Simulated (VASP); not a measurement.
# ZnSiP2 (I-42d) in VASP: relaxation of cell and atoms with PBE+D3(BJ)

Aim: the relaxation of cell and atoms of ZnSiP2 with PBE+D3(BJ).

Program: VASP 6.6.1. These are calculated values, not measurements. Logs are shortened: lines on timing, memory, paths and dates and some standing lists are left out, and cuts for length are marked.

## Step 1: The cell of the first run

The structure is tetragonal, space group I-42d (No. 122). The conventional cell has a = 5.373 Å, b = 5.373 Å, c = 10.460 Å, α = 90.00°, β = 90.00°, γ = 90.00°. Zn (site symmetry -4) has 4 P at 2.36 Å within 3.1 Å. Si (site symmetry -4) has 4 P at 2.25 Å within 3.0 Å. Within 3.0 Å of P (site symmetry 2) lie 2 Si at 2.25 Å and 2 Zn at 2.36 Å.

## Step 2: Relaxation of cell and atoms, PBE+D3(BJ)

Input file INCAR:

```
SYSTEM = ZnSiP2
PREC     = Accurate       ! precision mode
ENCUT    = 500            ! plane-wave cutoff, eV
EDIFF    = 1E-7           ! SCF threshold, eV
ISMEAR   = 0              ! smearing method
SIGMA    = 0.02           ! smearing width, eV
LREAL    = .False.        ! projectors in reciprocal space
LASPH    = .True.         ! aspherical terms in the spheres
NELM     = 120            ! most SCF steps
ALGO     = Normal         ! electronic algorithm
ISIF     = 3              ! what is computed and relaxed
LWAVE    = .False.        ! write WAVECAR
LCHARG   = .False.        ! write CHGCAR
GGA      = PE             ! functional
IVDW     = 12             ! dispersion correction
IBRION   = 2              ! ionic algorithm
NSW      = 70             ! ionic steps
EDIFFG   = -0.02          ! ionic threshold
GGA_COMPAT= .False.      
NELMIN   = 4
```

Input file KPOINTS:

```
Automatic mesh
0
Gamma
  8 8 8
  0 0 0
```

Input file POSCAR:

```
ZnSiP2
1.0
   -2.6867030000      2.6867030000      5.2300310000
    2.6867030000     -2.6867030000      5.2300310000
    2.6867030000      2.6867030000     -5.2300310000
Zn Si P
2 2 4
Direct
    0.0000000000      0.0000000000      0.0000000000
    0.7500000000      0.2500000000      0.5000000000
    0.5000000000      0.5000000000      0.0000000000
    0.2500000000      0.7500000000      0.5000000000
    0.3750000000      0.3923010000      0.5173010000
    0.8750000000      0.8576990000      0.4826990000
    0.6076990000      0.1250000000      0.9826990000
    0.1423010000      0.6250000000      0.0173010000
```

Potentials or basis: VASP PAW PBE potentials, release 64 (Zn, Si, P).

Run with:

```bash
$ cat potpaw_PBE.64/Zn/POTCAR potpaw_PBE.64/Si/POTCAR potpaw_PBE.64/P/POTCAR > POTCAR
$ mpirun -np 1 vasp_std > vasp.out
```

OUTCAR:

```text
SYSTEM = ZnSiP2
   PREC = Accurate
   ENCUT = 500
   EDIFF = 1E-7
   ISMEAR = 0
   LREAL = .False.
   LASPH = .True.
   NELM = 120
   ISIF = 3
   GGA = PE
   IVDW = 12
   IBRION = 2
   NSW = 70
   EDIFFG = -0.02
   NELMIN = 4
 IVDW          = 12

 ion  position               nearest neighbor table
   1  0.000  0.000  0.000-   5 2.36   7 2.36   8 2.36   6 2.36
   2  0.750  0.250  0.500-   8 2.36   5 2.36   6 2.36   7 2.36
   3  0.500  0.500  0.000-   5 2.25   6 2.25   7 2.25   8 2.25
   4  0.250  0.750  0.500-   5 2.25   6 2.25   7 2.25   8 2.25
   5  0.375  0.392  0.517-   3 2.25   4 2.25   2 2.36   1 2.36
   6  0.875  0.858  0.483-   3 2.25   4 2.25   1 2.36   2 2.36
   7  0.608  0.125  0.983-   3 2.25   4 2.25   2 2.36   1 2.36
   8  0.142  0.625  0.017-   3 2.25   4 2.25   1 2.36   2 2.36

  LATTYP: Found a body centered tetragonal cell.
 ALAT       =     5.3734060000
 C/A-ratio  =     1.9466353371

  Lattice vectors:

 A1 = (  -2.6867030000,   2.6867030000,   5.2300310000)
 A2 = (   2.6867030000,  -2.6867030000,   5.2300310000)
 A3 = (   2.6867030000,   2.6867030000,  -5.2300310000)

Analysis of symmetry for initial positions (statically):
=====================================================================
 Subroutine PRICEL returns:
 Original cell was already a primitive cell.

 Routine SETGRP: Setting up the symmetry group for a
 body centered tetragonal supercell.

 Subroutine GETGRP returns: Found  8 space group operations
 (whereof  4 operations were pure point group operations)
 out of a pool of 16 trial point group operations.

The static configuration has the point symmetry S_4 .
 The point group associated with its full space group is D_2d.

Analysis of symmetry for dynamics (positions and initial velocities):
=====================================================================
 Subroutine PRICEL returns:
 Original cell was already a primitive cell.

 Routine SETGRP: Setting up the symmetry group for a
 body centered tetragonal supercell.

 Subroutine GETGRP returns: Found  8 space group operations
 (whereof  4 operations were pure point group operations)
 out of a pool of 16 trial point group operations.

The dynamic configuration has the point symmetry S_4 .
 The point group associated with its full space group is D_2d.

 Subroutine INISYM returns: Found  8 space group operations
 (whereof  4 operations are pure point group operations),
 and found     1 'primitive' translations

----------------------------------------------------------------------------------------

                                     Primitive cell

  volume of cell :     151.0093

  direct lattice vectors                    reciprocal lattice vectors
    -2.686703000  2.686703000  5.230031000     0.000000000  0.186101702  0.095601728
     2.686703000 -2.686703000  5.230031000     0.186101702  0.000000000  0.095601728
     2.686703000  2.686703000 -5.230031000     0.186101702  0.186101702  0.000000000

  length of vectors
     6.464516245  6.464516245  6.464516245     0.209221255  0.209221255  0.263187550

  position of ions in fractional coordinates (direct lattice)
     0.000000000  0.000000000  0.000000000
     0.750000000  0.250000000  0.500000000
     0.500000000  0.500000000  0.000000000
     0.250000000  0.750000000  0.500000000
     0.375000000  0.392301000  0.517301000
     0.875000000  0.857699000  0.482699000
     0.607699000  0.125000000  0.982699000
     0.142301000  0.625000000  0.017301000

  ion indices of the primitive-cell ions
   primitive index   ion index
                 1           1
                 2           2
                 3           3
                 4           4
                 5           5
                 6           6
                 7           7
                 8           8

----------------------------------------------------------------------------------------

 KPOINTS: Automatic mesh

Automatic generation of k-mesh.
 Grid dimensions read from file:
 generate k-points for:    8    8    8

 Generating k-lattice:

  Cartesian coordinates                     Fractional coordinates (reciprocal lattice)
     0.000000000  0.023262713  0.011950216     0.125000000  0.000000000 -0.000000000
     0.023262713  0.000000000  0.011950216     0.000000000  0.125000000 -0.000000000
     0.023262713  0.023262713  0.000000000     0.000000000  0.000000000  0.125000000

  Length of vectors
     0.026152657  0.026152657  0.032898444

  Shift w.r.t. Gamma in fractional coordinates (k-lattice)
     0.000000000  0.000000000  0.000000000

 Subroutine IBZKPT returns following result:
 ===========================================

 Found     59 irreducible k-points:

 Following reciprocal coordinates:
            Coordinates               Weight
  0.000000  0.000000  0.000000      1.000000
  0.125000  0.000000  0.000000      8.000000
  0.250000  0.000000  0.000000      8.000000
  0.375000  0.000000  0.000000      8.000000
  0.500000  0.000000  0.000000      4.000000
  0.125000  0.125000  0.000000      8.000000
[... 16 lines left out ...]
  0.250000  0.125000  0.125000     16.000000
  0.375000  0.125000  0.125000      8.000000
 [... further k-points ...]
   k-points           NKPTS =     59   k-points in BZ     NKDIM =     59   number of bands    NBANDS=     31
   number of dos      NEDOS =    301   number of ions     NIONS =      8
   total plane-waves  NPLWV = 110592
   dimension x,y,z NGX =    48 NGY =   48 NGZ =   48
   dimension x,y,z NGXF=    96 NGYF=   96 NGZF=   96
   ions per type =               2   2   4
   NGX,Y,Z   is equivalent  to a cutoff of  12.34, 12.34, 12.34 a.u.
   NGXF,Y,Z  is equivalent  to a cutoff of  24.69, 24.69, 24.69 a.u.
 SYSTEM =  ZnSiP2
   PREC   = accura    normal or accurate (medium, high low for compatibility)
   ISTART =      0    job   : 0-new  1-cont  2-samecut
   ICHARG =      2    charge: 1-file 2-atom 10-const
   ISPIN  =      1    spin polarized calculation?
   LNONCOLLINEAR =      F non collinear calculations
   LSORBIT =      F    spin-orbit coupling
   LASPH  =      T    aspherical Exc in radial PAW
   ENCUT  =  500.0 eV  36.75 Ry    6.06 a.u.  11.79 11.79 11.79*2*pi/ulx,y,z
   NELM   =    120;   NELMIN=  4; NELMDL= -5     # of ELM steps
   EDIFF  = 0.1E-06   stopping-criterion for ELM
   LREAL  =      F    real-space projection
   EDIFFG = -.2E-01   stopping-criterion for IOM
   NSW    =     70    number of steps for IOM
   IBRION =      2    ionic relax: 0-MD 1-quasi-New 2-CG
   NFREE  =      1    steps in history (QN), initial steepest desc. (CG)
   ISIF   =      3    stress and relaxation
   ISYM   =      2    0-nonsym 1-usesym 2-fastsym
   POTIM  = 0.5000    time-step for ionic-motion
   TEBEG  =    0.0;   TEEND  =   0.0 temperature during run
   PSTRESS=    0.0 pullay stress
   NELECT =      52.0000    total number of electrons
   NUPDOWN=      -1.0000    fix difference up-down
   EMIN   =  10.00;   EMAX   =-10.00  energy-range for DOS
   EFERMI =   0.00;   METHOD = LEGACY
   ISMEAR =     0;   SIGMA  =   0.02  broadening in eV -4-tet -1-fermi 0-gaus
   EFERMI_NEDOS =   21; number of points for ismear=-14 and -15
   IALGO  =     38    algorithm
   IMIX   =      4    mixing-type and parameters
     AMIX     =   0.40;   BMIX     =  1.00
     AMIX_MAG =   1.60;   BMIX_MAG =  1.00
  volume/ion in A,a.u.               =      18.88       127.38
  Fermi-wavevector in a.u.,A,eV,Ry     =   1.147470  2.168404 17.914626  1.316688
  Thomas-Fermi vector in A             =   2.284150
   LORBIT       =      0    0 simple, 1 ext, 2 COOP (PROOUT), +10 PAW based schemes
   GGA     = PE    functional components
   LHFCALC =     F    Hartree Fock is set to
   AEXX    =    0.0000 exact exchange contribution
   IVDW    =    12    specifies the selected vdW correction
   LEPSILON=     F    determine dielectric tensor
   LRPA    =     F    only Hartree local field effects (RPA)
 conjugate gradient relaxation of ions
 non-spin polarized calculation
 Gauss-broadening in eV      SIGMA  =   0.02
  energy-cutoff  :      500.00
  volume of cell :      151.01
 maximum number of plane-waves:      3844
   NGX = 23   NGY = 23   NGZ = 23

--------------------------------------- Ionic step        1  -------------------------------------------

 number of electron      52.0000018 magnetization

 Free energy of the ion-electron system (eV)
  ---------------------------------------------------
  ext. energy  EPLUGINS =         0.00000000
  ---------------------------------------------------
  free energy    TOTEN  =       -37.17981661 eV

  energy without entropy =      -37.17981661  energy(sigma->0) =      -37.17981661

------------------------ aborting loop because EDIFF is reached ----------------------------------------

 Edisp (eV)   -2.79948

 E8    (eV) :    -1.1176

  FORCE on cell =-STRESS in cart. coord.  units (eV):
  Direction    XX          YY          ZZ          XY          YZ          ZX
  --------------------------------------------------------------------------------------
  -------------------------------------------------------------------------------------
  Total      -0.93436    -0.93436    -1.01792     0.00000     0.00000     0.00000
  in kB      -9.91341    -9.91341   -10.79996     0.00000     0.00000     0.00000
  external pressure =      -10.21 kB  Pullay stress =        0.00 kB
[... 165 lines left out ...]
  energy  without entropy=      -39.9848436316  energy(sigma->0) =      -39.98484363

--------------------------------------- Ionic step        5  -------------------------------------------

 number of electron      52.0000022 magnetization

 Free energy of the ion-electron system (eV)
  ---------------------------------------------------
  ext. energy  EPLUGINS =         0.00000000
  ---------------------------------------------------
  free energy    TOTEN  =       -37.14995390 eV

  energy without entropy =      -37.14995390  energy(sigma->0) =      -37.14995390

 E-fermi :   4.8810     XC(G=0):  -9.8615

 val. band max:        4.7693681010   @ k =   0.0000   0.0000   0.0000
 cond. band min:       6.0502203064   @ k =   0.0000   0.0000   0.0000
 fundamental gap:      1.2808522055
 Fermi energy:         4.8810339550

 k-point     1 :       0.0000    0.0000    0.0000
  band No.  band energies     occupation
      1      -8.3751      2.00000
      2      -5.3918      2.00000
      3      -5.3873      2.00000
      4      -5.3873      2.00000
      5      -3.8739      2.00000
      6      -2.0854      2.00000
[... 805 lines left out ...]
     30       8.4620      0.00000
     31       8.9374      0.00000

 [... further k-points ...]

------------------------ aborting loop because EDIFF is reached ----------------------------------------

 Edisp (eV)   -2.83514

 E8    (eV) :    -1.1322

  FORCE on cell =-STRESS in cart. coord.  units (eV):
  Direction    XX          YY          ZZ          XY          YZ          ZX
  --------------------------------------------------------------------------------------
  -------------------------------------------------------------------------------------
  Total       0.04042     0.04042     0.02138     0.00000     0.00000     0.00000
  in kB       0.43385     0.43385     0.22950     0.00000     0.00000     0.00000
  external pressure =        0.37 kB  Pullay stress =        0.00 kB
[... 23 lines left out ...]
  FREE ENERGIE OF THE ION-ELECTRON SYSTEM (eV)
  ---------------------------------------------------
  free  energy   TOTEN  =       -39.9850965607 eV

  energy  without entropy=      -39.9850965607  energy(sigma->0) =      -39.98509656

 reached required accuracy - stopping structural energy minimisation
```

Wall time 23 min (1 thread of AMD EPYC 9R45 (Zen 5), shared host); peak memory 0.45 GiB.

Results:

- Free energy: -39.9851 eV
- Relaxed volume: 18.66 Å³/atom
- Relaxed cell: a = 6.438 Å, b = 6.438 Å, c = 6.438 Å, α = 130.86°, β = 130.86°, γ = 72.03°
- Space group after relaxing (to 0.05 Å): I-42d (No. 122)
- Energy gained by relaxing: 0.7 meV/atom
- Ionic steps: 5
- Pressure after relaxing: 0.0 GPa
- Largest force after relaxing: 0.016 eV/Å
- Band gap on the k mesh: 1.28 eV, direct
- Dispersion energy per atom: -0.354 eV

Forces on the atoms (eV/Å):
```
Zn   0.000  0.000  0.000
Zn   0.000  0.000  0.000
Si   0.000  0.000  0.000
Si   0.000  0.000  0.000
P   -0.016  0.000  0.000
P    0.016  0.000  0.000
P    0.000  0.016  0.000
P    0.000 -0.016  0.000
```

Step by step:
| step | energy change (eV) | largest force (eV/Å) | pressure (GPa) | volume (Å³) |
| --- | --- | --- | --- | --- |
| 1 | 0.0000 | 0.0263 | -1.02 | 151.01 |
| 2 | -0.0039 | 0.0485 | 0.60 | 148.40 |
| 3 | -0.0055 | 0.0404 | 0.01 | 149.30 |
| 4 | -0.0055 | 0.0408 | 0.04 | 149.27 |
| 5 | -0.0058 | 0.0158 | 0.04 | 149.25 |

Final structure:
```
Zn Si P
1.0
    -2.67686    2.67686    5.20723
     2.67686   -2.67686    5.20723
     2.67686    2.67686   -5.20723
Zn Si P
2 2 4
Direct
  0.00000 0.00000 0.00000
  0.75000 0.25000 0.50000
  0.50000 0.50000 0.00000
  0.25000 0.75000 0.50000
  0.37500 0.39179 0.51679
  0.87500 0.85821 0.48321
  0.60821 0.12500 0.98321
  0.14179 0.62500 0.01679
```

A k mesh can miss the band edges. PBE gaps usually lie below the measured ones, often by a third to a half.
